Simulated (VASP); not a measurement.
# PbO2 (Fm-3m) in VASP: single point with PBEsol

Aim: the single point of PbO2 with PBEsol.

Program: VASP 6.6.1. These are calculated values, not measurements. Logs are shortened: lines on timing, memory, paths and dates and some standing lists are left out, and cuts for length are marked.

### 1 The cell of the first run

The structure is cubic, space group Fm-3m (No. 225). Conventional cell: a = 5.140 Å, b = 5.140 Å, c = 5.140 Å, α = 90.00°, β = 90.00°, γ = 90.00°. Pb (site symmetry m-3m) has 8 O at 2.23 Å within 2.9 Å. O (site symmetry -43m) has 4 Pb at 2.23 Å and 6 O at 2.57 Å within 2.9 Å.

### 2 Single point, PBEsol

INCAR reads:

```
SYSTEM = PbO2
ALGO = Normal
EDIFF = 1E-6
ENCUT = 600
GGA = PS
GGA_COMPAT = .FALSE.
ISIF = 2
ISMEAR = -1
LASPH = .TRUE.
LCHARG = .TRUE.
LELF = .TRUE.
LREAL = .FALSE.
LVHAR = .TRUE.
LWAVE = .FALSE.
NBANDS = 20
NELM = 120
PREC = Accurate
SIGMA = 0.1
```

KPOINTS reads:

```
k-points
0
G
  8 8 8
  0 0 0
```

POSCAR reads:

```
PbO2
1.0
    0.0000000000      2.5700000000      2.5700000000
    2.5700000000      0.0000000000      2.5700000000
    2.5700000000      2.5700000000      0.0000000000
Pb O
1 2
Direct
    0.0000000000      0.0000000000      0.0000000000
    0.2500000000      0.2500000000      0.2500000000
    0.7500000000      0.7500000000      0.7500000000
```

Potentials or basis: VASP PAW PBE potentials, release 64 (Pb_d, O).

On the command line:

```
$ cat potpaw_PBE.64/Pb_d/POTCAR potpaw_PBE.64/O/POTCAR > POTCAR
$ mpirun -np 1 vasp_std > vasp.out
```

OUTCAR:

```text
SYSTEM = PbO2
   EDIFF = 1E-6
   ENCUT = 600
   GGA = PS
   ISIF = 2
   ISMEAR = -1
   LASPH = .TRUE.
   LREAL = .FALSE.
   NELM = 120
   PREC = Accurate

 ion  position               nearest neighbor table
   1  0.000  0.000  0.000-   3 2.23   3 2.23   3 2.23   2 2.23   3 2.23   2 2.23   2 2.23   2 2.23

   2  0.250  0.250  0.250-   1 2.23   1 2.23   1 2.23   1 2.23
   3  0.750  0.750  0.750-   1 2.23   1 2.23   1 2.23   1 2.23

  LATTYP: Found a face centered cubic cell.
 ALAT       =     5.1400000000

  Lattice vectors:

 A1 = (   0.0000000000,   2.5700000000,   2.5700000000)
 A2 = (   2.5700000000,   0.0000000000,   2.5700000000)
 A3 = (   2.5700000000,   2.5700000000,   0.0000000000)

Analysis of symmetry for initial positions (statically):
=====================================================================
 Subroutine PRICEL returns:
 Original cell was already a primitive cell.

 Routine SETGRP: Setting up the symmetry group for a
 face centered cubic supercell.

 Subroutine GETGRP returns: Found 48 space group operations
 (whereof 48 operations were pure point group operations)
 out of a pool of 48 trial point group operations.

The static configuration has the point symmetry O_h .

Analysis of symmetry for dynamics (positions and initial velocities):
=====================================================================
 Subroutine PRICEL returns:
 Original cell was already a primitive cell.

 Routine SETGRP: Setting up the symmetry group for a
 face centered cubic supercell.

 Subroutine GETGRP returns: Found 48 space group operations
 (whereof 48 operations were pure point group operations)
 out of a pool of 48 trial point group operations.

The dynamic configuration has the point symmetry O_h .

 Subroutine INISYM returns: Found 48 space group operations
 (whereof 48 operations are pure point group operations),
 and found     1 'primitive' translations

----------------------------------------------------------------------------------------

                                     Primitive cell

  volume of cell :      33.9492

  direct lattice vectors                    reciprocal lattice vectors
     0.000000000  2.570000000  2.570000000    -0.194552529  0.194552529  0.194552529
     2.570000000  0.000000000  2.570000000     0.194552529 -0.194552529  0.194552529
     2.570000000  2.570000000  0.000000000     0.194552529  0.194552529 -0.194552529

  length of vectors
     3.634528855  3.634528855  3.634528855     0.336974865  0.336974865  0.336974865

  position of ions in fractional coordinates (direct lattice)
     0.000000000  0.000000000  0.000000000
     0.250000000  0.250000000  0.250000000
     0.750000000  0.750000000  0.750000000

  ion indices of the primitive-cell ions
   primitive index   ion index
                 1           1
                 2           2
                 3           3

----------------------------------------------------------------------------------------

 KPOINTS: k-points

Automatic generation of k-mesh.
 Grid dimensions read from file:
 generate k-points for:    8    8    8

 Generating k-lattice:

  Cartesian coordinates                     Fractional coordinates (reciprocal lattice)
    -0.024319066  0.024319066  0.024319066     0.125000000  0.000000000  0.000000000
     0.024319066 -0.024319066  0.024319066     0.000000000  0.125000000  0.000000000
     0.024319066  0.024319066 -0.024319066     0.000000000  0.000000000  0.125000000

  Length of vectors
     0.042121858  0.042121858  0.042121858

  Shift w.r.t. Gamma in fractional coordinates (k-lattice)
     0.000000000  0.000000000  0.000000000

 Subroutine IBZKPT returns following result:
 ===========================================

 Found     29 irreducible k-points:

 Following reciprocal coordinates:
            Coordinates               Weight
  0.000000  0.000000  0.000000      1.000000
  0.125000  0.000000  0.000000      8.000000
  0.250000  0.000000  0.000000      8.000000
  0.375000  0.000000  0.000000      8.000000
  0.500000  0.000000  0.000000      4.000000
  0.125000  0.125000  0.000000      6.000000
[... 16 lines left out ...]
  0.500000  0.250000  0.125000     48.000000
 -0.375000  0.250000  0.125000     24.000000
 [... further k-points ...]
   k-points           NKPTS =     29   k-points in BZ     NKDIM =     29   number of bands    NBANDS=     20
   number of dos      NEDOS =    301   number of ions     NIONS =      3
   total plane-waves  NPLWV =  27000
   dimension x,y,z NGX =    30 NGY =   30 NGZ =   30
   dimension x,y,z NGXF=    60 NGYF=   60 NGZF=   60
   ions per type =               1   2
   NGX,Y,Z   is equivalent  to a cutoff of  13.72, 13.72, 13.72 a.u.
   NGXF,Y,Z  is equivalent  to a cutoff of  27.44, 27.44, 27.44 a.u.
 SYSTEM =  PbO2
   PREC   = accura    normal or accurate (medium, high low for compatibility)
   ISTART =      0    job   : 0-new  1-cont  2-samecut
   ICHARG =      2    charge: 1-file 2-atom 10-const
   ISPIN  =      1    spin polarized calculation?
   LNONCOLLINEAR =      F non collinear calculations
   LSORBIT =      F    spin-orbit coupling
   LASPH  =      T    aspherical Exc in radial PAW
   ENCUT  =  600.0 eV  44.10 Ry    6.64 a.u.   7.26  7.26  7.26*2*pi/ulx,y,z
   NELM   =    120;   NELMIN=  2; NELMDL= -5     # of ELM steps
   EDIFF  = 0.1E-05   stopping-criterion for ELM
   LREAL  =      F    real-space projection
   EDIFFG = 0.1E-04   stopping-criterion for IOM
   NSW    =      0    number of steps for IOM
   IBRION =     -1    ionic relax: 0-MD 1-quasi-New 2-CG
   NFREE  =      0    steps in history (QN), initial steepest desc. (CG)
   ISIF   =      2    stress and relaxation
   ISYM   =      2    0-nonsym 1-usesym 2-fastsym
   POTIM  = 0.5000    time-step for ionic-motion
   TEBEG  =    0.0;   TEEND  =   0.0 temperature during run
   PSTRESS=    0.0 pullay stress
   NELECT =      26.0000    total number of electrons
   NUPDOWN=      -1.0000    fix difference up-down
   EMIN   =  10.00;   EMAX   =-10.00  energy-range for DOS
   EFERMI =   0.00;   METHOD = LEGACY
   ISMEAR =    -1;   SIGMA  =   0.10  broadening in eV -4-tet -1-fermi 0-gaus
   EFERMI_NEDOS =   21; number of points for ismear=-14 and -15
   IALGO  =     38    algorithm
   IMIX   =      4    mixing-type and parameters
     AMIX     =   0.40;   BMIX     =  1.00
     AMIX_MAG =   1.60;   BMIX_MAG =  1.00
  volume/ion in A,a.u.               =      11.32        76.37
  Fermi-wavevector in a.u.,A,eV,Ry     =   1.497808  2.830447 30.523704  2.243429
  Thomas-Fermi vector in A             =   2.609648
   LORBIT       =      0    0 simple, 1 ext, 2 COOP (PROOUT), +10 PAW based schemes
   GGA     = PS    functional components
   LHFCALC =     F    Hartree Fock is set to
   AEXX    =    0.0000 exact exchange contribution
   IVDW    =     0    specifies the selected vdW correction
   LEPSILON=     F    determine dielectric tensor
   LRPA    =     F    only Hartree local field effects (RPA)
 non-spin polarized calculation
  energy-cutoff  :      600.00
  volume of cell :       33.95
 maximum number of plane-waves:      1158
 NGX is ok and might be reduce to    30
   NGX = 15   NGY = 15   NGZ = 15

 number of electron      25.9999996 magnetization

 Free energy of the ion-electron system (eV)
  ---------------------------------------------------
  ext. energy  EPLUGINS =         0.00000000
  ---------------------------------------------------
  free energy    TOTEN  =       -16.54945877 eV

  energy without entropy =      -16.54281343  energy(sigma->0) =      -16.54613610

 E-fermi :   7.8082     XC(G=0): -12.2556

 val. band max:        7.6087174358   @ k =  -0.2500   0.5000   0.2500
 cond. band min:       8.0003944191   @ k =   0.1250   0.0000   0.0000
 fundamental gap:      0.3916769833
 Fermi energy:         7.8082061961

 k-point     1 :       0.0000    0.0000    0.0000
  band No.  band energies     occupation
      1     -12.2635      2.00000
      2      -8.3616      2.00000
      3      -8.3616      2.00000
      4      -8.3616      2.00000
      5      -8.3261      2.00000
      6      -7.8997      2.00000
[... 12 lines left out ...]
     19      23.7969      0.00000
     20      23.7969      0.00000

 k-point     2 :       0.1250    0.0000    0.0000
  band No.  band energies     occupation
      1     -12.0999      2.00000
      2      -9.2369      2.00000
      3      -8.3293      2.00000
      4      -8.3293      2.00000
      5      -7.9027      2.00000
      6      -7.9027      2.00000
[... 12 lines left out ...]
     19      23.7074      0.00000
     20      23.7074      0.00000

 k-point     3 :       0.2500    0.0000    0.0000
  band No.  band energies     occupation
      1     -11.6940      2.00000
      2      -9.8797      2.00000
      3      -8.2651      2.00000
      4      -8.2651      2.00000
      5      -7.8930      2.00000
      6      -7.8930      2.00000
[... 12 lines left out ...]
     19      23.5743      0.00000
     20      23.5743      0.00000

 k-point     4 :       0.3750    0.0000    0.0000
  band No.  band energies     occupation
      1     -11.3590      2.00000
      2     -10.0636      2.00000
      3      -8.2293      2.00000
      4      -8.2293      2.00000
      5      -7.8503      2.00000
      6      -7.8503      2.00000
[... 12 lines left out ...]
     19      23.4696      0.00000
     20      23.5381      0.00000

 k-point     5 :       0.5000    0.0000    0.0000
  band No.  band energies     occupation
      1     -11.2990      2.00000
      2      -9.9671      2.00000
      3      -8.2235      2.00000
      4      -8.2235      2.00000
      5      -7.8222      2.00000
      6      -7.8222      2.00000
[... 12 lines left out ...]
     19      23.3809      0.00000
     20      23.3809      0.00000

 k-point     6 :       0.1250    0.1250    0.0000
  band No.  band energies     occupation
      1     -12.0421      2.00000
      2      -9.3958      2.00000
      3      -8.3018      2.00000
      4      -8.3018      2.00000
      5      -7.9286      2.00000
      6      -7.8837      2.00000
[... 12 lines left out ...]
     19      23.5952      0.00000
     20      23.7817      0.00000

 k-point     7 :       0.2500    0.1250    0.0000
  band No.  band energies     occupation
      1     -11.7017      2.00000
      2      -9.9323      2.00000
      3      -8.2333      2.00000
      4      -8.2202      2.00000
      5      -7.9463      2.00000
      6      -7.8656      2.00000
[... 12 lines left out ...]
     19      23.7558      0.00000
     20      24.5280      0.00000
[... 277 lines left out ...]
 k-point    20 :      -0.3750    0.3750    0.0000
  band No.  band energies     occupation
      1     -10.9020      2.00000
      2     -10.5265      2.00000
      3      -8.0795      2.00000
      4      -7.9642      2.00000
      5      -7.8524      2.00000
      6      -7.2648      2.00000
[... 12 lines left out ...]
     19      24.4217      0.00000
     20      24.8684      0.00000

 k-point    21 :       0.5000    0.5000    0.0000
  band No.  band energies     occupation
      1     -10.9940      2.00000
      2     -10.3151      2.00000
      3      -8.1592      2.00000
      4      -7.9054      2.00000
      5      -7.9054      2.00000
      6      -7.7894      2.00000
[... 12 lines left out ...]
     19      23.7309      0.00000
     20      25.6409      0.00000

 k-point    22 :       0.3750    0.2500    0.1250
  band No.  band energies     occupation
      1     -11.3358      2.00000
      2     -10.3154      2.00000
      3      -8.1572      2.00000
      4      -8.1002      2.00000
      5      -7.9517      2.00000
      6      -7.8161      2.00000
[... 12 lines left out ...]
     19      23.7240      0.00000
     20      26.1430      0.00000

 k-point    23 :       0.5000    0.2500    0.1250
  band No.  band energies     occupation
      1     -11.0442      2.00000
      2     -10.4897      2.00000
      3      -8.0978      2.00000
      4      -8.0444      2.00000
      5      -7.8815      2.00000
      6      -7.6030      2.00000
[... 12 lines left out ...]
     19      23.7231      0.00000
     20      25.9307      0.00000

 k-point    24 :      -0.3750    0.2500    0.1250
  band No.  band energies     occupation
      1     -11.0303      2.00000
      2     -10.4219      2.00000
      3      -8.0873      2.00000
      4      -8.0297      2.00000
      5      -7.8484      2.00000
      6      -7.3441      2.00000
[... 12 lines left out ...]
     19      23.7204      0.00000
     20      26.1113      0.00000

 [... further k-points ...]
[... 5 lines left out ...]
  --------------------------------------------------------------------------------------
  -------------------------------------------------------------------------------------
  Total        4.6695857      4.6695857      4.6695857      0.0000000      0.0000000      0.0000000
  in kB      220.3736004    220.3736004    220.3736004      0.0000000      0.0000000      0.0000000
  external PRESSURE =     220.3736004 kB  Pullay stress =       0.0000000 kB

 VOLUME and BASIS-vectors are now :
 -----------------------------------------------------------------------------
  energy-cutoff  :      600.00
  volume of cell :       33.95
      direct lattice vectors                 reciprocal lattice vectors
     0.000000000  2.570000000  2.570000000    -0.194552529  0.194552529  0.194552529
     2.570000000  0.000000000  2.570000000     0.194552529 -0.194552529  0.194552529
     2.570000000  2.570000000  0.000000000     0.194552529  0.194552529 -0.194552529

 POSITION                                       TOTAL-FORCE (eV/Angst)
 -----------------------------------------------------------------------------------
      0.00000      0.00000      0.00000        -0.000000      0.000000     -0.000000
      1.28500      1.28500      1.28500         0.000000      0.000000      0.000000
      3.85500      3.85500      3.85500        -0.000000     -0.000000     -0.000000
 -----------------------------------------------------------------------------------
    total drift:                                0.000000     -0.000000      0.000000

  FREE ENERGIE OF THE ION-ELECTRON SYSTEM (eV)
  ---------------------------------------------------
  free  energy   TOTEN  =       -16.5494587704 eV

  energy  without entropy=      -16.5428134307  energy(sigma->0) =      -16.54613610
```

Run time: 24 s. Hardware: 1 thread of Intel Xeon Platinum 8259CL at 2.50GHz (Skylake/Cascade Lake), shared host; peak memory 0.18 GiB.

What came out:

```yaml
Free_energy: -16.5495 eV
Pressure: 22.0 GPa
Band_gap_on_the_k_mesh: zero (bands 13 and 14 overlap by 1.59 eV)
```

Caveat: the cell stands under pressure; the PAW data sets were made with another functional, which shifts forces and pressure a little; spin-orbit coupling is left out, which moves the levels of the heavy elements.
